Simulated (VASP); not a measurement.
Runs of VASP 6.6.1 on GaSb. The structure is that of space group I-4m2 (No. 119), or close to it. The cells are those of the table. 

```csv
task,level,potentials or basis,cell,k mesh,cutoff (eV),grid for exact exchange (PRECFOCK),share of exact exchange,gap on the mesh (eV),pressure (GPa)
single point,PBEsol,"VASP PAW PBE potentials, release 64 (Sb, Ga_d)","a = 4.053 Å, angles 98.0, 98.0, 136.3°, 2 atoms",10 × 10 × 10,520,-,-,none,(a)
single point,PBEsol,"VASP PAW PBE potentials, release 64 (Sb, Ga_d)","a = 4.103 Å, angles 98.0, 98.0, 136.2°, 2 atoms",10 × 10 × 10,520,-,-,none,2.0
single point,PBEsol,"VASP PAW PBE potentials, release 64 (Sb, Ga_d)","a = 3.983 Å, angles 98.0, 98.0, 136.3°, 2 atoms",10 × 10 × 10,520,-,-,none,10.2
single point,PBEsol,"VASP PAW PBE potentials, release 64 (Sb, Ga_d)","a = 4.143 Å, angles 98.0, 98.0, 136.1°, 2 atoms",10 × 10 × 10,520,-,-,none,0.1
relaxation of cell and atoms,PBEsol,"VASP PAW PBE potentials, release 64 (Sb, Ga_d)","relaxed to 2 GPa from a = 4.206 Å, angles 98.2, 98.2, 135.6°, 2 atoms",10 × 10 × 10,600,-,-,none,2.0
single point,PBE0,"VASP PAW PBE potentials, release 64 (Sb, Ga_d)","a = 4.206 Å, angles 98.2, 98.2, 135.6°, 2 atoms",6 × 6 × 6,520,Normal,0.25,none,(b)
relaxation of cell and atoms,PBEsol,"VASP PAW PBE potentials, release 64 (Sb, Ga_d)","relaxed from a = 4.206 Å, angles 98.2, 98.2, 135.6°, 2 atoms",10 × 10 × 10,600,-,-,none,0.0
single point,PBEsol-based global hybrid with 25 % exact exchange,"VASP PAW PBE potentials, release 64 (Sb_d_GW, Ga_d)","a = 4.206 Å, angles 98.2, 98.2, 135.6°, 2 atoms",5 × 5 × 5,400,Normal,0.25,none,-4.3
```

Alike in all rows: no spin polarisation; smearing fermi-dirac 0.05 eV.

Problem. Estimate the missing entries.

Solution. (a) 5.1; (b) -2.3.

Caveats: some runs use coarse meshes; the PAW data sets were made with another functional, which shifts forces and pressure a little; spin-orbit coupling is left out, which moves the levels of the heavy elements; the cell stands under pressure (at least some runs); the cell is relaxed towards a set pressure, so the run minimises the enthalpy, not the energy (at least some runs).

A k mesh can miss the band edges, and the runs leave out spin-orbit coupling on Ga, Sb.

A gap of «none» marks levels without a gap at the run's occupations.

The runs don't all hold the same shells in valence.
